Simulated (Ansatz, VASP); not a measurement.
## Two plane-wave programs on Sn2Bi

The input INCAR:

```
SYSTEM = Sn2Bi
PREC     = Accurate       ! precision mode
ENCUT    = 520            ! plane-wave cutoff, eV
EDIFF    = 1E-6           ! SCF threshold, eV
ISMEAR   = 0              ! smearing method
SIGMA    = 0.1            ! smearing width, eV
LREAL    = .FALSE.        ! projectors in reciprocal space
LASPH    = .TRUE.         ! aspherical terms in the spheres
NELM     = 80             ! most SCF steps
ALGO     = Normal         ! electronic algorithm
ISIF     = 2              ! what is computed and relaxed
LWAVE    = .FALSE.        ! write WAVECAR
LCHARG   = .TRUE.         ! write CHGCAR
GGA      = PE             ! functional
LELF     = .TRUE.         ! ELF
LVHAR    = .TRUE.       
NBANDS   = 28             ! bands
```

The input KPOINTS:

```
regular mesh
0
G
  6 6 6
  0 0 0
```

The input POSCAR:

```
Sn2Bi
1.0
   -2.0066525028      2.0066525028      4.9225694208
    2.0066525028     -2.0066525028      4.9225694208
    2.0066525028      2.0066525028     -4.9225694208
Sn Bi
2 1
Direct
    0.6650000000      0.6650000000      0.0000000000
    0.3350000000      0.3350000000      0.0000000000
    0.0000000000      0.0000000000      0.0000000000
```

Input for Ansatz:

```yaml
crystal:
  lattice:
    - [-2.0066525028, 2.0066525028, 4.9225694208]
    - [2.0066525028, -2.0066525028, 4.9225694208]
    - [2.0066525028, 2.0066525028, -4.9225694208]
  atoms:
    - { symbol: Sn, position: [0.665, 0.665, 0.0] }
    - { symbol: Sn, position: [0.335, 0.335, 0.0] }
    - { symbol: Bi, position: [0.0, 0.0, 0.0] }
basis:
  ecutwfc: 420
kpoints:
  mp_grid: { grid: [6, 6, 6] }
hamiltonian:
  xc: pbe
scf:
  occupations: { method: gaussian, width: 0.1 }
  lower_state_search: "off"
output:
  forces: true
  stress: true
  eigenvalues: true
```

Alike in both runs: task single point; functional PBE; k mesh 6 × 6 × 6; occupations gaussian, width 0.1 eV; no spin polarisation.

```csv
,VASP,Ansatz
version,VASP 6.6.1,Ansatz 0.2.0
potentials or method,"VASP PAW PBE potentials, release 64 (Sn_d, Bi_d), cutoff 520 eV","scalar-relativistic, plane waves, PAW"
valence electrons in the cell,43,43
```

|  | VASP | Ansatz | Ansatz less VASP |
| --- | --- | --- | --- |
| gap on the k mesh at the Fermi level (eV) | none | none | - |
| pressure (GPa) | 7.1 | 7.2 | +0.06 |
| traceless stress, the component that is largest in VASP (GPa) | 2.48 | 2.48 | +0.004 |
| rms of the force components (eV/Å) | 0.064 | 0.064 | 0.0000 |

Atom by atom the forces differ by 0.000 eV/Å (rms over components). A gap of «none» marks a metal or a gap that the smearing closes.

The k mesh is coarse, so the values compare programs but aren't converged. Neither program's run includes spin-orbit coupling.
